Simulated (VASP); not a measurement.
# CaSe (Pm-3m) in VASP: vibrations by perturbation theory with PBEsol

Aim: the vibrations by perturbation theory of CaSe with PBEsol.

Everything below comes from runs of VASP 6.6.1. Logs are shortened: lines on timing, memory, paths and dates and some standing lists are left out, and cuts for length are marked.

### Step 1. The cell of the first run

The structure is cubic, space group Pm-3m (No. 221). Conventional cell: a = 3.596 Å, b = 3.596 Å, c = 3.596 Å, α = 90.00°, β = 90.00°, γ = 90.00°. Within 4.1 Å of Ca (site symmetry m-3m) lie 8 Se at 3.11 Å and 6 Ca at 3.60 Å. Se (site symmetry m-3m) has 8 Ca at 3.11 Å and 6 Se at 3.60 Å within 4.1 Å.

### Step 2. Vibrations by perturbation theory, PBEsol

The input, INCAR:

```
  ALGO = Normal
  EDIFF = 1E-8
  ENCUT = 520
  GGA = PS
  IBRION = 8
  ISIF = 2
  ISMEAR = 0
  LASPH = T
  LCHARG = F
  LEPSILON = T
  LREAL = F
  LWAVE = F
  NBANDS = 15
  NELM = 100
  NSW = 1
  PREC = Accurate
  SIGMA = 0.01
```

The input, KPOINTS:

```
k-points
0
Gamma
  6 6 6
```

The input, POSCAR:

```
CaSe
1.0
    3.5956121774      0.0000000000      0.0000000000
    0.0000000000      3.5956121774      0.0000000000
    0.0000000000      0.0000000000      3.5956121774
Ca Se
1 1
Direct
    0.0000000000      0.0000000000      0.0000000000
    0.5000000000      0.5000000000      0.5000000000
```

Potentials or basis: VASP PAW PBE potentials, release 64 (Ca_sv, Se).

The run is started by

```sh
> cat potpaw_PBE.64/Ca_sv/POTCAR potpaw_PBE.64/Se/POTCAR > POTCAR
> mpirun -np 1 vasp_std > vasp.out
```

OUTCAR:

```text
EDIFF = 1E-8
   ENCUT = 520
   GGA = PS
   IBRION = 8
   ISIF = 2
   ISMEAR = 0
   LASPH = T
   LEPSILON = T
   LREAL = F
   NELM = 100
   NSW = 1
   PREC = Accurate

 ion  position               nearest neighbor table
   1  0.000  0.000  0.000-
   2  0.500  0.500  0.500-

  LATTYP: Found a simple cubic cell.
 ALAT       =     3.5956121774

  Lattice vectors:

 A1 = (   3.5956121774,   0.0000000000,   0.0000000000)
 A2 = (   0.0000000000,   3.5956121774,   0.0000000000)
 A3 = (   0.0000000000,   0.0000000000,   3.5956121774)

Analysis of symmetry for initial positions (statically):
=====================================================================
 Subroutine PRICEL returns:
 Original cell was already a primitive cell.

 Routine SETGRP: Setting up the symmetry group for a
 simple cubic supercell.

 Subroutine GETGRP returns: Found 48 space group operations
 (whereof 48 operations were pure point group operations)
 out of a pool of 48 trial point group operations.

The static configuration has the point symmetry O_h .

Analysis of symmetry for dynamics (positions and initial velocities):
=====================================================================
 Subroutine PRICEL returns:
 Original cell was already a primitive cell.

 Routine SETGRP: Setting up the symmetry group for a
 simple cubic supercell.

 Subroutine GETGRP returns: Found 48 space group operations
 (whereof 48 operations were pure point group operations)
 out of a pool of 48 trial point group operations.

The dynamic configuration has the point symmetry O_h .

 Subroutine INISYM returns: Found 48 space group operations
 (whereof 48 operations are pure point group operations),
 and found     1 'primitive' translations

----------------------------------------------------------------------------------------

                                     Primitive cell

  volume of cell :      46.4856

  direct lattice vectors                    reciprocal lattice vectors
     3.595612177  0.000000000  0.000000000     0.278116757  0.000000000  0.000000000
     0.000000000  3.595612177  0.000000000     0.000000000  0.278116757  0.000000000
     0.000000000  0.000000000  3.595612177     0.000000000  0.000000000  0.278116757

  length of vectors
     3.595612177  3.595612177  3.595612177     0.278116757  0.278116757  0.278116757

  position of ions in fractional coordinates (direct lattice)
     0.000000000  0.000000000  0.000000000
     0.500000000  0.500000000  0.500000000

  ion indices of the primitive-cell ions
   primitive index   ion index
                 1           1
                 2           2

----------------------------------------------------------------------------------------

 KPOINTS: k-points

Automatic generation of k-mesh.
 Grid dimensions read from file:
 generate k-points for:    6    6    6

 Generating k-lattice:

  Cartesian coordinates                     Fractional coordinates (reciprocal lattice)
     0.046352793  0.000000000  0.000000000     0.166666667  0.000000000  0.000000000
     0.000000000  0.046352793  0.000000000     0.000000000  0.166666667  0.000000000
     0.000000000  0.000000000  0.046352793     0.000000000  0.000000000  0.166666667

  Length of vectors
     0.046352793  0.046352793  0.046352793

[... 498 lines left out ...]
  free energy    TOTEN  =        -1.12955555 eV

  energy without entropy =       -1.12955555

------------------------ aborting loop because EDIFF is reached ----------------------------------------

--------------------------------------- Ionic step        2  -------------------------------------------

------------------------ aborting loop because EDIFF is reached ----------------------------------------

--------------------------------------- Ionic step        3  -------------------------------------------

------------------------ aborting loop because EDIFF is reached ----------------------------------------

 PIEZOELECTRIC TENSOR FIELD DIRECTION 3  (e Angst)
 -----------------------------------------------------------------------------
    -0.00012  0.00000  0.00000           (  0.00000  0.00000 -0.00000)
     0.00000 -0.00012 -0.00000           (  0.00000  0.00000  0.00000)
    -0.00000  0.00000  0.00050           ( -0.00000  0.00000  0.00001)

 PIEZOELECTRIC TENSOR FIELD DIRECTION 3  (C/m^2)
 -----------------------------------------------------------------------------
    -0.00004  0.00000  0.00000
     0.00000 -0.00004 -0.00000
    -0.00000  0.00000  0.00017

--------------------------------------- Ionic step        4  -------------------------------------------

------------------------ aborting loop because EDIFF is reached ----------------------------------------

[... ionic steps 5 to 6 ...]

--------------------------------------- Ionic step        7  -------------------------------------------

 Free energy of the ion-electron system (eV)
  ---------------------------------------------------
  ---------------------------------------------------
  free energy    TOTEN  =        -0.08472536 eV

  energy without entropy =       -0.08472536

------------------------ aborting loop because EDIFF is reached ----------------------------------------

 INTERNAL STRAIN TENSOR  FOR ION    2  DIRECTION 1   (eV/Angst):
 -----------------------------------------------------------------------------
    -0.00821  0.00000  0.00000
     0.00000  0.01137  0.00000
    -0.00000  0.00000  0.01137

 MACROSCOPIC STATIC DIELECTRIC TENSOR (including local field effects in DFT)
 ------------------------------------------------------
           9.106301     0.000000     0.000000
           0.000000     9.106301     0.000000
          -0.000000     0.000000     9.106301
 ------------------------------------------------------

 PIEZOELECTRIC TENSOR (including local field effects)  for field in x, y, z        (e  Angst)
          XX          YY          ZZ          XY          YZ          ZX
  --------------------------------------------------------------------------------
  x     0.00000     0.00000     0.00000     0.00000     0.00000     0.00000
  y     0.00000     0.00000     0.00000     0.00000     0.00000     0.00000
  z     0.00000     0.00000     0.00000     0.00000     0.00000     0.00000

 PIEZOELECTRIC TENSOR (including local field effects)  for field in x, y, z        (C/m^2)
          XX          YY          ZZ          XY          YZ          ZX
  --------------------------------------------------------------------------------
  x     0.00000     0.00000     0.00000     0.00000     0.00000     0.00000
  y     0.00000     0.00000     0.00000     0.00000     0.00000     0.00000
  z     0.00000     0.00000     0.00000     0.00000     0.00000     0.00000

 BORN EFFECTIVE CHARGES (including local field effects) (in |e|, cummulative output)
 ---------------------------------------------------------------------------------
 ion    1
    1     3.06905     0.00000    -0.00000
    2     0.00000     3.06905     0.00000
    3     0.00000    -0.00000     3.06905
 ion    2
    1    -3.06905    -0.00000     0.00000
    2    -0.00000    -3.06905    -0.00000
    3    -0.00000     0.00000    -3.06905

 INTERNAL STRAIN TENSOR FOR ION    2 for displacements in x,y,z  (eV/Angst):
          X           Y           Z          XY          YZ          ZX
  --------------------------------------------------------------------------------
  x     0.00000     0.00000     0.00000     0.00000     0.00000     0.00000
  y     0.00000     0.00000     0.00000     0.00000     0.00000     0.00000
  z     0.00000     0.00000     0.00000     0.00000     0.00000     0.00000

 SECOND DERIVATIVES (NOT SYMMETRIZED)
 ------------------------------------
               1X          1Y          1Z          2X          2Y          2Z
  1X    -1.002156    0.000000    0.000000    1.002156   -0.000000   -0.000000
  1Y     0.000000   -1.002156    0.000000   -0.000000    1.002156   -0.000000
  1Z     0.000000    0.000000   -1.002156   -0.000000   -0.000000    1.002156
  2X     1.014528    0.000000    0.000000   -1.014528   -0.000000    0.000000
  2Y     0.000000    1.014528    0.000000   -0.000000   -1.014528   -0.000000
  2Z     0.000000    0.000000    1.014528   -0.000000   -0.000000   -1.014528

 Eigenvectors and eigenvalues of the dynamical matrix
 ----------------------------------------------------

   1 f  =    3.041635 THz    19.111157 2PiTHz  101.458028 cm-1    12.579187 meV
             X         Y         Z           dx          dy          dz
      0.000000  0.000000  0.000000     0.812754   -0.000000   -0.000000
      1.797806  1.797806  1.797806    -0.582607    0.000000    0.000000
[... 21 lines left out ...]
   6 f/i=    0.008836 THz     0.055517 2PiTHz    0.294728 cm-1     0.036542 meV
             X         Y         Z           dx          dy          dz
      0.000000  0.000000  0.000000    -0.000000   -0.000000   -0.582607
      1.797806  1.797806  1.797806     0.000000    0.000000   -0.812754

--------------------------------------------------------------------------------------------------------

 MACROSCOPIC STATIC DIELECTRIC TENSOR IONIC CONTRIBUTION
 ------------------------------------------------------
          36.361333    -0.000000     0.000000
          -0.000000    36.361333    -0.000000
           0.000000    -0.000000    36.361333
 ------------------------------------------------------

 ELASTIC MODULI CONTR FROM IONIC RELAXATION (kBar)
 Direction    XX          YY          ZZ          XY          YZ          ZX
 --------------------------------------------------------------------------------
 XX           0.0000      0.0000      0.0000      0.0000      0.0000      0.0000
 YY           0.0000      0.0000      0.0000      0.0000      0.0000      0.0000
 ZZ           0.0000      0.0000      0.0000      0.0000      0.0000      0.0000
 XY           0.0000      0.0000      0.0000      0.0000      0.0000      0.0000
 YZ           0.0000      0.0000      0.0000      0.0000      0.0000      0.0000
 ZX           0.0000      0.0000      0.0000      0.0000      0.0000      0.0000
 --------------------------------------------------------------------------------

 PIEZOELECTRIC TENSOR IONIC CONTR  for field in x, y, z        (C/m^2)
          XX          YY          ZZ          XY          YZ          ZX
  --------------------------------------------------------------------------------
  x     0.00000     0.00000     0.00000     0.00000     0.00000     0.00000
  y     0.00000     0.00000     0.00000     0.00000     0.00000     0.00000
  z     0.00000     0.00000     0.00000     0.00000     0.00000     0.00000
```

Wall time 5.3 min (1 thread of Intel Xeon Platinum 8259CL at 2.50GHz (Skylake/Cascade Lake), shared host); peak memory 0.22 GiB.

Results:

```yaml
Electronic_dielectric_tensor_diagonal: 9.11
Born_charges_mean_of_the_diagonal: Ca +3.07; Se -3.07 e
Highest_phonon_frequency_at_Γ_LO-TO_splitting_left_out: 101 cm⁻¹
```

Phonon frequencies in cm⁻¹ (negative: imaginary):
| q point | frequencies |
| --- | --- |
| (0.000, 0.000, 0.000) | 0 0 0 101 101 101 |

Electronic dielectric tensor:
```
9.11 0.00 0.00
0.00 9.11 0.00
0.00 0.00 9.11
```

Born effective charge tensors (e):
atom 1, Ca
```
3.07 0.00 0.00
0.00 3.07 0.00
0.00 0.00 3.07
```
atom 2, Se
```
-3.07  0.00  0.00
 0.00 -3.07  0.00
 0.00  0.00 -3.07
```
